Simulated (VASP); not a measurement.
Wanted: the native input for a VASP 6.6.1 run.

```yaml
Task: single point
Functional: PBE
Potentials_or_basis: VASP PAW PBE potentials, release 64 (Si)
Cutoff: 520 eV
k_mesh: 8 × 8 × 8
Occupations: fermi-dirac, width 0.02 eV
Spin: no spin polarisation
Dipole_correction: no
Further_INCAR_settings: ALGO = Normal; EDIFF = 1e-06; NBANDS = 11
```

The structure of Si lies in POSCAR:

```
Si
1.0
    0.0000000000      2.6524326524      2.7221188962
    2.6524326524      0.0000000000      2.7221188962
    2.6524326524      2.6524326524      0.0000000000
Si
2
Direct
    0.0000000000      0.0000000000      0.0000000000
    0.2500000000      0.2500000000      0.2500000000
```

This cell differs from its parent crystal: biaxial xy strain -2.6%.

The input as run:

INCAR

```
PREC     = Accurate       # precision mode
ENCUT    = 520            # plane-wave cutoff, eV
EDIFF    = 1E-6           # SCF threshold, eV
ISMEAR   = -1             # smearing method
SIGMA    = 0.02           # smearing width, eV
LREAL    = F              # projectors in reciprocal space
LASPH    = T              # aspherical terms in the spheres
NELM     = 80             # most SCF steps
ALGO     = Normal         # electronic algorithm
ISIF     = 2              # what is computed and relaxed
LWAVE    = F              # write WAVECAR
LCHARG   = F              # write CHGCAR
GGA      = PE             # functional
NBANDS   = 11             # bands
```

KPOINTS

```
regular mesh
0
Gamma
  8 8 8
```

Potentials or basis: VASP PAW PBE potentials, release 64 (Si).

Launch:

```sh
$ cat potpaw_PBE.64/Si/POTCAR > POTCAR
$ mpirun -np 1 vasp_std > vasp.out
```

It gave:

The pressure is 6.7 GPa and the band gap on the k mesh is 0.40 eV (least direct gap 2.49 eV).

Caveat: the cell differs from its parent crystal (biaxial xy strain -2.6%); the cell stands under pressure.

It took 19 s on 1 thread of Intel Xeon 8259CL (shared host), peak memory 0.15 GiB.
